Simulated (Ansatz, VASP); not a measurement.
One calculation of InP, two programs

```
In P
1.0
     0.00000    2.89089    2.89089
     2.89089    0.00000    2.89089
     2.89089    2.89089    0.00000
In P
1 1
Cartesian
  0.0000 0.0000 0.0000
  4.3363 4.3363 4.3363
```

Alike in both runs: task single point; functional r2SCAN50; k mesh 4 × 4 × 4; occupations fermi-dirac, width 0.05 eV; no spin polarisation.

```csv
,VASP,Ansatz
version,VASP 6.6.1,Ansatz 0.2.0
potentials or method,"VASP PAW PBE potentials, release 64 (In_d, P)",Ansatz PAW
plane-wave cutoff (eV),520,500
valence electrons in the cell,18,18
```

|  | VASP | Ansatz | Ansatz less VASP |
| --- | --- | --- | --- |
| gap on the k mesh at the Fermi level (eV) | 4.19 | 4.09 | -0.096 |
| least direct gap on the mesh (eV) | 4.19 | 4.09 | -0.096 |
| pressure (GPa) | 2.7 | 3.0 | +0.38 |

VASP's potentials were made for PBE, not for r2SCAN50.

The k mesh is coarse, so the values compare programs but aren't converged.
